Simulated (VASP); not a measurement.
Set up this calculation in VASP 6.6.1, as the native input.

```yaml
Task: relaxation of the atoms
Functional: r2SCAN
Potentials_or_basis: VASP PAW PBE potentials, release 64 (Cd, Se)
Cutoff: 520 eV
k_mesh: 6 × 6 × 4
Occupations: fermi-dirac, width 0.02 eV
Spin: no spin polarisation
Dipole_correction: no
Further_INCAR_settings: ALGO = Normal; EDIFF = 1e-06; IBRION = 2; EDIFFG = -0.01; NSW = 50
```

The system is CdSe (Cadmoselite).

```xyz
4
Lattice="4.3115 0.0000 0.0000 -2.1558 3.7339 0.0000 0.0000 0.0000 7.0295" Properties=species:S:1:pos:R:3 pbc="T T T"
Cd    0.0000    2.4893    0.0319
Cd    2.1558    1.2446    3.5466
Se    0.0000    2.4893    2.6745
Se    2.1558    1.2446    6.1892
```

The input as run:

POSCAR

```
CdSe
1.0
    4.3115182000      0.0000000000      0.0000000000
   -2.1557591000      3.7338842900      0.0000000000
    0.0000000000      0.0000000000      7.0294684800
Cd Se
2 2
Direct
    0.3333333300      0.6666666700      0.0045324400
    0.6666666700      0.3333333300      0.5045324400
    0.3333333300      0.6666666700      0.3804675600
    0.6666666700      0.3333333300      0.8804675600
```

INCAR.step1

```
PREC     = Accurate       # precision mode
ENCUT    = 520            # plane-wave cutoff, eV
ISMEAR   = -1             # smearing method
SIGMA    = 0.02           # smearing width, eV
LREAL    = F              # projectors in reciprocal space
LASPH    = T              # aspherical terms in the spheres
NELM     = 60             # most SCF steps
GGA      = PE             # functional
ALGO     = Normal         # electronic algorithm
EDIFF    = 1E-4           # SCF threshold, eV
LWAVE    = T              # write WAVECAR
LCHARG   = F              # write CHGCAR
```

INCAR.step2

```
PREC     = Accurate       # precision mode
ENCUT    = 520            # plane-wave cutoff, eV
EDIFF    = 1E-6           # SCF threshold, eV
ISMEAR   = -1             # smearing method
SIGMA    = 0.02           # smearing width, eV
LREAL    = F              # projectors in reciprocal space
LASPH    = T              # aspherical terms in the spheres
NELM     = 60             # most SCF steps
ALGO     = Normal         # electronic algorithm
ISIF     = 2              # what is computed and relaxed
LWAVE    = F              # write WAVECAR
LCHARG   = F              # write CHGCAR
METAGGA  = R2SCAN         # meta-GGA
LMIXTAU  = T            
IBRION   = 2              # ionic algorithm
NSW      = 50             # ionic steps
EDIFFG   = -0.01          # ionic threshold
ISTART   = 1
```

KPOINTS

```
regular mesh
0
Gamma
  6 6 4
```

Potentials or basis: VASP PAW PBE potentials, release 64 (Cd, Se).

The run is started by

```bash
$ cat potpaw_PBE.64/Cd/POTCAR potpaw_PBE.64/Se/POTCAR > POTCAR
$ cp INCAR.step1 INCAR
$ mpirun -np 1 vasp_std > vasp.out
$ cp INCAR.step2 INCAR
$ mpirun -np 1 vasp_std > vasp.out
```

Results of the run:

| Quantity | Value |
| --- | --- |
| Pressure after relaxing | 1.4 GPa |
| Band gap on the k mesh | 1.14 eV, direct |

Caveat: the relaxation stopped at its first step, so nothing moved; the PAW data sets were made with another functional, which shifts forces and pressure a little.

It took 5.9 min on 1 thread of Intel Xeon 8259CL, on a shared host, peak memory 0.26 GiB.
